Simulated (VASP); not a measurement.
Input of a VASP 6.6.1 run:

The input INCAR:

```
PREC     = Accurate       # precision mode
ENCUT    = 520            # plane-wave cutoff, eV
EDIFF    = 1E-6           # SCF threshold, eV
ISMEAR   = 0              # smearing method
SIGMA    = 0.05           # smearing width, eV
LREAL    = False          # projectors in reciprocal space
LASPH    = True           # aspherical terms in the spheres
NELM     = 60             # most SCF steps
ALGO     = Normal         # electronic algorithm
ISIF     = 2              # what is computed and relaxed
LWAVE    = False          # write WAVECAR
LCHARG   = False          # write CHGCAR
GGA      = PS             # functional
NBANDS   = 15             # bands
```

File KPOINTS:

```
regular mesh
0
Gamma
  10 10 10
```

Contents of POSCAR:

```
CaSe
1.0
    0.0000000000      2.9554531704      2.9554531704
    2.9554531704      0.0000000000      2.9554531704
    2.9554531704      2.9554531704      0.0000000000
Ca Se
1 1
Direct
    0.5000000000      0.5000000000      0.5000000000
    0.0000000000      0.0000000000      0.0000000000
```

Potentials or basis: VASP PAW PBE potentials, release 64 (Ca_sv, Se).

Launch:

```sh
$ cat potpaw_PBE.64/Ca_sv/POTCAR potpaw_PBE.64/Se/POTCAR > POTCAR
$ mpirun -np 1 vasp_std > vasp.out
```

Question: What does it give for the pressure?

Answer: -0.9 GPa.

Question: What does it give for the band gap on the k mesh?

Answer: 1.92 eV, indirect (least direct gap 2.87 eV).

Caveat: the PAW data sets were made with another functional, which shifts forces and pressure a little. A k mesh can miss the band edges.
